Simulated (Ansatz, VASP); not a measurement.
## BN: VASP beside Ansatz

```
CELL_PARAMETERS angstrom
2.49824 0.00000 0.00000
-1.24912 2.16354 0.00000
0.00000 0.00000 6.63570
ATOMIC_POSITIONS crystal
B 0.33333 0.66667 0.25000
B 0.66667 0.33333 0.75000
N 0.33333 0.66667 0.76500
N 0.66667 0.33333 0.25000
```

Alike in both runs: task single point; functional PBE; dispersion D4; k mesh 6 × 6 × 2; no spin polarisation.

```csv
,VASP,Ansatz
version,VASP 6.6.1,Ansatz 0.2.0
potentials or method,"VASP PAW PBE potentials, release 64 (B, N), cutoff 600 eV","plane waves, PAW"
occupations,"gaussian, width 0.01 eV",fixed
valence electrons in the cell,16,16
```

|  | VASP | Ansatz | Ansatz less VASP |
| --- | --- | --- | --- |
| rms of the force components (eV/Å) | 0.546 | 0.545 | -0.0012 |

Atom by atom the forces differ by 0.001 eV/Å (rms over components). Ansatz's warnings: force scf threshold loose.

The k mesh is coarse, so the values compare programs but aren't converged.
